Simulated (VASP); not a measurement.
# Rh: relaxation of cell and atoms with PBE

Crystal: Rh.

```
Rh
1.0
     2.66800    0.00000    0.00000
    -1.33400    2.31056    0.00000
     0.00000    0.00000    2.58166
Rh
1
Direct
  0.00000 0.00000 0.00000
```

This isn't the form of Rh at room conditions, which is fcc.

```yaml
Program: VASP 6.6.1
Task: relaxation of cell and atoms
Functional: PBE
Potentials_or_basis: VASP PAW PBE potentials, release 64 (Rh_pv)
Cutoff: 600 eV
k_mesh: 17 × 17 × 15
Occupations: fermi-dirac, width 0.1 eV
Spin: no spin polarisation
Target_pressure: -6.8 GPa
Dipole_correction: no
Further_INCAR_settings: ALGO = Normal; EDIFF = 1e-06; IBRION = 2; EDIFFG = -0.005; NSW = 32; ISIF = 3
```

The relaxed volume is 15.91 Å³/atom and the relaxed cell is a = 2.668 Å, b = 2.668 Å, c = 2.581 Å, α = 90.00°, β = 90.00°, γ = 120.00°. The space group after relaxing (to 0.1 Å) is P6/mmm (No. 191). The energy change on relaxing (the run minimises the enthalpy) is -0.4 meV/atom. The ionic steps are 3. The pressure after relaxing is -6.8 GPa. The band gap on the k mesh is zero (an odd number of electrons rules out a gap without spin polarisation).

Step by step:
```tsv
step	energy change (eV)	largest force (eV/Å)	pressure (GPa)	volume (Å³)
1	0.0000	0.0000	-6.91	15.91
2	-0.0010	0.0000	-6.63	15.89
3	-0.0004	0.0000	-6.80	15.91
```

Final structure:
```
Rh
1.0
     2.66756    0.00000    0.00000
    -1.33378    2.31017    0.00000
     0.00000    0.00000    2.58098
Rh
1
Direct
  0.00000 0.00000 0.00000
```

Levels at points of the mesh, in eV from the Fermi level:
| k point | band 5 | band 6 | band 7 | band 8 | band 9 | band 10 | band 11 |
| --- | --- | --- | --- | --- | --- | --- | --- |
| (0.00, 0.00, 0.00) | -4.85 | -2.41 | -2.41 | 0.79 | 0.79 | 15.96 | 16.52 |

Wall time 110 s on 1 thread of Intel Xeon 8259CL (shared host), peak memory 0.19 GiB.

Caveat: the cell is relaxed towards a set pressure, so the run minimises the enthalpy, not the energy.
